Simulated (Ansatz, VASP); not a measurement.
# W in VASP and in Ansatz

File POSCAR:

```
W
1.0
    0.0000000000      2.0578116752      1.9754992082
    2.0578116752      0.0000000000      1.9754992082
    2.0578116752      2.0578116752      0.0000000000
W
1
Direct
    0.0000000000      0.0000000000      0.0000000000
```

Contents of INCAR.step1:

```
  PREC = Accurate
  ENCUT = 520
  ISMEAR = 0
  SIGMA = 0.15
  LREAL = F
  LASPH = T
  NELM = 60
  NBANDS = 13
  GGA = PE
  ALGO = Normal
  EDIFF = 1E-4
  LWAVE = T
  LCHARG = F
```

The input INCAR.step2:

```
  PREC = Accurate
  ENCUT = 520
  EDIFF = 1E-6
  ISMEAR = 0
  SIGMA = 0.15
  LREAL = F
  LASPH = T
  NELM = 60
  ALGO = Normal
  ISIF = 2
  LWAVE = F
  LCHARG = F
  METAGGA = R2SCAN
  LMIXTAU = T
  NBANDS = 13
  ISTART = 1
```

The input KPOINTS:

```
regular mesh
0
Gamma
  22 22 22
```

Input for Ansatz:

```yaml
crystal:
  lattice:
    - [0.0, 2.0578116752, 1.9754992082]
    - [2.0578116752, 0.0, 1.9754992082]
    - [2.0578116752, 2.0578116752, 0.0]
  atoms:
    - { symbol: W, position: [0.0, 0.0, 0.0] }
basis:
  ecutwfc: 500
kpoints:
  mp_grid: { grid: [22, 22, 22] }
hamiltonian:
  xc: r2scan
scf:
  occupations: { method: gaussian, width: 0.15 }
output:
  forces: true
  stress: true
  eigenvalues: true
```

Alike in both runs: task single point; functional r2SCAN; k mesh 22 × 22 × 22; occupations gaussian, width 0.15 eV; no spin polarisation.

```csv
,VASP,Ansatz
version,VASP 6.6.1,Ansatz 0.2.0
potentials or method,"VASP PAW PBE potentials, release 64 (W_sv), cutoff 520 eV","scalar-relativistic, plane waves, PAW"
valence electrons in the cell,14,14
```

Ansatz gave:

* gap on the k mesh at the Fermi level (eV): none
* pressure (GPa): -8.9
* traceless stress, the component that is largest in VASP (GPa): -10.57

Problem. Estimate VASP's values.

Solution. gap on the k mesh at the Fermi level (eV): none; pressure (GPa): -8.0; traceless stress, the component that is largest in VASP (GPa): -10.66.

VASP's potentials were made for PBE, not for r2SCAN. A gap of «none» marks a metal or a gap that the smearing closes.

Spin-orbit coupling is off throughout.
